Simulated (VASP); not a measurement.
## CaSe: single point with LDA

CaSe:

```
CELL_PARAMETERS angstrom
0.00000 3.12055 2.65247
3.12055 0.00000 2.65247
3.12055 3.12055 0.00000
ATOMIC_POSITIONS crystal
Ca 0.00000 0.00000 0.00000
Se 0.50000 0.50000 0.50000
```

This cell differs from its parent crystal: ratio of the length along z to the lengths across it x 0.85, volume and fractional coordinates fixed.

```json
{"Program": "VASP 6.6.1", "Task": "single point", "Functional": "LDA", "Potentials or basis": "VASP PAW LDA potentials, release 64 (Ca_sv, Se)", "Cutoff": "520 eV", "k mesh": "10 × 10 × 10", "Occupations": "gaussian, width 0.05 eV", "Spin": "no spin polarisation"}
```

* Pressure: 0.8 GPa
* Band gap on the k mesh: 1.66 eV (least direct gap 2.34 eV)

Stress tensor (GPa, compression positive):
```
-5.99  0.00  0.00
 0.00 -5.99  0.00
 0.00  0.00 14.52
```

Levels at points of the mesh, in eV from the valence-band top:
```
           k point  band 6  band 7  band 8  band 9  band 10  band 11
(0.00, 0.00, 0.00)   -0.16   -0.16    0.00    2.34     3.15     3.15
(0.50, 0.00, 0.00)   -3.50   -1.49   -1.45    4.15     5.04     5.55
(0.50, 0.50, 0.00)   -2.16   -1.46   -1.46    1.66     4.82     5.15
(0.50, 0.00, 0.50)   -2.84   -0.88   -0.71    1.85     4.10     5.56
```

Wall time 29 s on 1 thread of Intel(R) Xeon(R) 6975P-C (Granite Rapids), with other jobs on the host, peak memory 0.21 GiB.

Caveat: the stress differs along the axes, from -6 to 15 GPa. A k mesh can miss the band edges.
